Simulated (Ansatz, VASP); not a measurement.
**GaAs: VASP beside Ansatz**

The input POSCAR:

```
GaAs
1.0
    0.0000000000      2.8135433318      2.8135433318
    2.8135433318      0.0000000000      2.8135433318
    2.8135433318      2.8135433318      0.0000000000
Ga As
1 1
Direct
    0.0000000000      0.0000000000      0.0000000000
    0.2500000000      0.2500000000      0.2500000000
```

Contents of INCAR.step1:

```
SYSTEM = GaAs
PREC = Accurate
ENCUT = 520
EDIFF = 1E-5
ISMEAR = 0
SIGMA = 0.05
LREAL = .False.
LASPH = .True.
NELM = 80
ALGO = Normal
ISIF = 2
LWAVE = .True.
LCHARG = .False.
NBANDS = 16
GGA = PE
```

The input INCAR.step2:

```
SYSTEM = GaAs
PREC = Accurate
ENCUT = 520
EDIFF = 1E-6
ISMEAR = 0
SIGMA = 0.05
LREAL = .False.
LASPH = .True.
NELM = 80
ALGO = Normal
ISIF = 2
LWAVE = .False.
LCHARG = .False.
GGA = PE
LHFCALC = .True.
AEXX = 0.25
PRECFOCK = Normal
NBANDS = 16
ISTART = 1
```

The input KPOINTS:

```
Automatic mesh
0
Gamma
  6 6 6
  0 0 0
```

Input for Ansatz:

```yaml
crystal:
  lattice:
    - [0.0, 2.8135433318, 2.8135433318]
    - [2.8135433318, 0.0, 2.8135433318]
    - [2.8135433318, 2.8135433318, 0.0]
  atoms:
    - { symbol: Ga, position: [0.0, 0.0, 0.0] }
    - { symbol: As, position: [0.25, 0.25, 0.25] }
basis:
  ecutwfc: 420
kpoints:
  mp_grid: { grid: [6, 6, 6] }
hamiltonian:
  xc: pbe0
scf:
  occupations: { method: gaussian, width: 0.05 }
output:
  forces: true
  stress: true
  eigenvalues: true
```

Alike in both runs: task single point; functional PBE0; k mesh 6 × 6 × 6; occupations gaussian, width 0.05 eV; no spin polarisation.

|  | VASP | Ansatz |
| --- | --- | --- |
| version | VASP 6.6.1 | Ansatz 0.2.0 |
| potentials or method | VASP PAW PBE potentials, release 64 (Ga_d, As), cutoff 520 eV | scalar-relativistic, plane waves, PAW |
| valence electrons in the cell | 18 | 28 |

Ansatz gave:

- gap on the k mesh at the Fermi level (eV): 2.14
- least direct gap on the mesh (eV): 2.14
- pressure (GPa): 2.1

Task: Estimate VASP's values.

Result: gap on the k mesh at the Fermi level (eV): 2.17; least direct gap on the mesh (eV): 2.17; pressure (GPa): 1.9.

VASP's potentials hold 18 valence electrons a cell and Ansatz's 28, so a difference there can come from the potentials and not from the codes. Ansatz's warnings: stress exchange threshold loose, stress scf threshold loose.
